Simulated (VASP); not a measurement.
# WSe2 in VASP: notebook, part 2 of 2

VASP 6.6.1.

## Step 3: Single point, r2SCAN

This run uses another cell than the first one.

Contents of POSCAR:

```
WSe2
1.0
    3.3141127626     -0.0000000032      0.0000000000
   -1.6570563785      2.8701058450      0.0000000000
    0.0000000000      0.0000000000     30.5128648079
W Se
1 2
Direct
    0.6666666667      0.3333333333      0.4377311903
    0.3333333333      0.6666666667      0.4921554962
    0.3333333333      0.6666666667      0.3833068844
```

Contents of INCAR.step1:

```
SYSTEM = WSe2
PREC = Accurate
ENCUT = 440
ISMEAR = 0
SIGMA = 0.02
LREAL = .False.
LASPH = .True.
NELM = 120
LDIPOL = .True.
IDIPOL = 3
DIPOL = 0.5 0.5 0.438
NBANDS = 20
GGA = PE
ALGO = Normal
EDIFF = 1E-5
LWAVE = .True.
LCHARG = .False.
GGA_COMPAT = .False.
NELMDL = -8
```

Contents of INCAR.step2:

```
SYSTEM = WSe2
PREC = Accurate
ENCUT = 440
EDIFF = 1E-6
ISMEAR = 0
SIGMA = 0.02
LREAL = .False.
LASPH = .True.
NELM = 120
ALGO = Normal
ISIF = 2
LWAVE = .False.
LCHARG = .False.
LDIPOL = .True.
IDIPOL = 3
DIPOL = 0.5 0.5 0.438
METAGGA = R2SCAN
LMIXTAU = .True.
NBANDS = 20
ISTART = 1
GGA_COMPAT = .False.
```

Contents of KPOINTS:

```
regular mesh
0
Gamma
  12 12 1
  0 0 0
```

Potentials or basis: VASP PAW PBE potentials, release 64 (W_sv, Se).

Command:

```console
cat potpaw_PBE.64/W_sv/POTCAR potpaw_PBE.64/Se/POTCAR > POTCAR
cp INCAR.step1 INCAR
mpirun -np 1 vasp_std > vasp.out
cp INCAR.step2 INCAR
mpirun -np 1 vasp_std > vasp.out
```

OUTCAR:

```text
SYSTEM = WSe2
   PREC = Accurate
   ENCUT = 440
   EDIFF = 1E-6
   ISMEAR = 0
   LREAL = .False.
   LASPH = .True.
   NELM = 120
   ISIF = 2
   METAGGA = R2SCAN
   ISTART = 1

 ion  position               nearest neighbor table
   1  0.667  0.333  0.438-   2 2.53   3 2.53   2 2.53   3 2.53   2 2.53   3 2.53
   2  0.333  0.667  0.492-   1 2.53   1 2.53   1 2.53
   3  0.333  0.667  0.383-   1 2.53   1 2.53   1 2.53

[... 632 lines left out ...]

  FORCE on cell =-STRESS in cart. coord.  units (eV):
  Direction    XX          YY          ZZ          XY          YZ          ZX
  --------------------------------------------------------------------------------------
  -------------------------------------------------------------------------------------
  Total        0.1218182      0.1218182      0.1505574      0.0000000     -0.0000000      0.0000000
  in kB        0.6724725      0.6724725      0.8311212      0.0000000     -0.0000000      0.0000000
  external PRESSURE =       0.7253554 kB  Pullay stress =       0.0000000 kB

 VOLUME and BASIS-vectors are now :
 -----------------------------------------------------------------------------
  energy-cutoff  :      440.00
  volume of cell :      290.23
      direct lattice vectors                 reciprocal lattice vectors
     3.314112763 -0.000000003  0.000000000     0.301739884  0.174209603  0.000000000
    -1.657056379  2.870105845  0.000000000     0.000000000  0.348419206  0.000000000
     0.000000000  0.000000000 30.512864808     0.000000000  0.000000000  0.032773062

 POSITION                                       TOTAL-FORCE (eV/Angst)
 -----------------------------------------------------------------------------------
      1.65706      0.95670     13.35643        -0.000000     -0.000000     -0.000000
      0.00000      1.91340     15.01707         0.000000      0.000000      0.051413
      0.00000      1.91340     11.69579         0.000000     -0.000000     -0.051413
 -----------------------------------------------------------------------------------
    total drift:                               -0.000000      0.000000      0.000038

  FREE ENERGIE OF THE ION-ELECTRON SYSTEM (eV)
  ---------------------------------------------------
  free  energy   TOTEN  =       -81.7501346701 eV

  energy  without entropy=      -81.7501346701  energy(sigma->0) =      -81.75013467

 vacuum level on the upper side and lower side of the slab         2.310         2.311
```

OSZICAR.step1:

```text
N       E                     dE             d eps       ncg     rms          rms(c)
DAV:   1     0.162369023444E+03    0.16237E+03   -0.11871E+04   928   0.855E+02
DAV:   2    -0.728499753135E+01   -0.16965E+03   -0.16526E+03  1084   0.200E+02
DAV:   3    -0.223997482146E+02   -0.15115E+02   -0.15055E+02  1060   0.604E+01
[... 14 lines left out ...]
DAV:  18    -0.216138280295E+02   -0.67909E-04   -0.92486E-06   732   0.141E-02    0.579E-03
DAV:  19    -0.216138964265E+02   -0.68397E-04   -0.43345E-06   764   0.666E-03    0.399E-03
DAV:  20    -0.216139251590E+02   -0.28733E-04   -0.61278E-07   676   0.306E-03    0.135E-03
DAV:  21    -0.216139398713E+02   -0.14712E-04   -0.58778E-07   712   0.204E-03    0.772E-04
DAV:  22    -0.216139479659E+02   -0.80946E-05   -0.28992E-07   644   0.158E-03
   1 F= -.21613948E+02 E0= -.21613948E+02  d E =-.341987E-27
```

Run time: 16 min. Hardware: 1 thread of Intel Xeon 8259CL, shared host; peak memory 0.43 GiB.

What came out:

```
Free energy            : -81.7501 eV
Largest force          : 0.051 eV/Å
Band gap on the k mesh : 1.64 eV
```

Forces on the atoms (eV/Å):
```
W    0.000  0.000  0.000
Se   0.000  0.000  0.051
Se   0.000  0.000 -0.051
```

Levels at points of the mesh, in eV from the valence-band top:
```
           k point  band 10  band 11  band 12  band 13  band 14  band 15  band 16  band 17
(0.00, 0.00, 0.00)    -2.23    -1.38    -1.38    -0.26     3.09     3.09     3.27     3.27
(0.50, 0.00, 0.00)    -3.20    -2.23    -1.10    -1.03     2.50     2.90     4.07     4.65
```

Caveat: the PAW data sets were made with another functional, which shifts forces and pressure a little; spin-orbit coupling is left out, which moves the levels of the heavy elements.
